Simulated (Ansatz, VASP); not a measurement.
## Zr: VASP beside Ansatz

INCAR

```
PREC     = Accurate       # precision mode
ENCUT    = 600            # plane-wave cutoff, eV
EDIFF    = 1E-7           # SCF threshold, eV
ISMEAR   = 0              # smearing method
SIGMA    = 0.1            # smearing width, eV
LREAL    = F              # projectors in reciprocal space
LASPH    = T              # aspherical terms in the spheres
NELM     = 80             # most SCF steps
ALGO     = Fast           # electronic algorithm
ISIF     = 3              # what is computed and relaxed
LWAVE    = F              # write WAVECAR
LCHARG   = F              # write CHGCAR
GGA      = PS             # functional
IBRION   = 2              # ionic algorithm
NSW      = 70             # ionic steps
EDIFFG   = -0.005         # ionic threshold
```

The input KPOINTS:

```
Automatic mesh
0
Gamma
  18 18 8
```

File POSCAR:

```
Zr
1.0
    3.2336261668      0.0000000000      0.0000000000
   -1.6168130834      2.8004024068      0.0000000000
    0.0000000000      0.0000000000      5.1674939366
Zr
2
Direct
    0.3333333333      0.6666666667      0.2500000000
    0.6666666667      0.3333333333      0.7500000000
```

Input for Ansatz:

```yaml
crystal:
  lattice:
    - [3.2336261668, 0.0, 0.0]
    - [-1.6168130834, 2.8004024068, 0.0]
    - [0.0, 0.0, 5.1674939366]
  atoms:
    - { symbol: Zr, position: [0.3333333333, 0.6666666667, 0.25] }
    - { symbol: Zr, position: [0.6666666667, 0.3333333333, 0.75] }
basis:
  ecutwfc: 420
kpoints:
  mp_grid: { grid: [18, 18, 8] }
hamiltonian:
  xc: pbesol
scf:
  occupations: { method: gaussian, width: 0.1 }
output:
  forces: true
  stress: true
  eigenvalues: true
  write_density: true
  write_potential: true
  elf: true
  volumetric_format: npy
relax:
  adjacent_minimum: "off"
  f_tol: 0.005
  max_steps: 50
  cell: { stress_tol: 0.05 }
```

Alike in both runs: task relaxation of cell and atoms; functional PBEsol; k mesh 18 × 18 × 8; occupations gaussian, width 0.1 eV; no spin polarisation.

|  | VASP | Ansatz |
| --- | --- | --- |
| version | VASP 6.6.1 | Ansatz 0.2.0 |
| potentials or method | VASP PAW PBE potentials, release 64 (Zr_sv), cutoff 600 eV | scalar-relativistic, plane waves, PAW |
| valence electrons in the cell | 24 | 24 |

|  | VASP | Ansatz | Ansatz less VASP |
| --- | --- | --- | --- |
| gap on the k mesh at the Fermi level, each at its own relaxed structure (eV) | none | none | - |
| relaxed volume (Å³/atom) | 22.49 | 22.47 | -0.018 |
| relaxed length of the cell vector where the two differ most in proportion (Å) | 5.113 | 5.112 | -0.0014 |

VASP's potentials were made for PBE, not for PBEsol. A gap of «none» marks a metal or a gap that the smearing closes.
